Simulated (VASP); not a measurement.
ZnO:

```
Zn O
1.0
     0.00000    2.09020    2.09020
     2.09020    0.00000    2.09020
     2.09020    2.09020    0.00000
Zn O
1 1
Direct
  0.00000 0.00000 0.00000
  0.50000 0.50000 0.50000
```

This cell differs from its parent crystal: volume scaled by 0.94.

Base run:

- Program: VASP 6.6.1
- Functional: r2SCAN
- Potentials or basis: VASP PAW PBE potentials, release 64 (Zn, O)
- Cutoff: 520 eV
- k mesh: 12 × 12 × 12
- Occupations: gaussian, width 0.02 eV
- Spin: no spin polarisation

Its results: band gap on the k mesh 1.86 eV, indirect (least direct gap 3.56 eV); pressure 15.3 GPa.

Task: The run is repeated on the same cell with these changes: potentials or basis from VASP PAW PBE potentials, release 64 (Zn, O) to VASP PAW PBE potentials, release 64 (Zn, O_h); cutoff from 520 eV to 910 eV. What comes out?

Result: Band gap on the k mesh 1.87 eV, indirect (least direct gap 3.57 eV); pressure 15.8 GPa.

Caveats: the PAW data sets were made with another functional, which shifts forces and pressure a little; the cutoff is under 1.25 times the usual one of these potentials, so pressure, stress and relaxed cells hold a basis-set (Pulay) error (some runs).

A k mesh can miss the band edges.
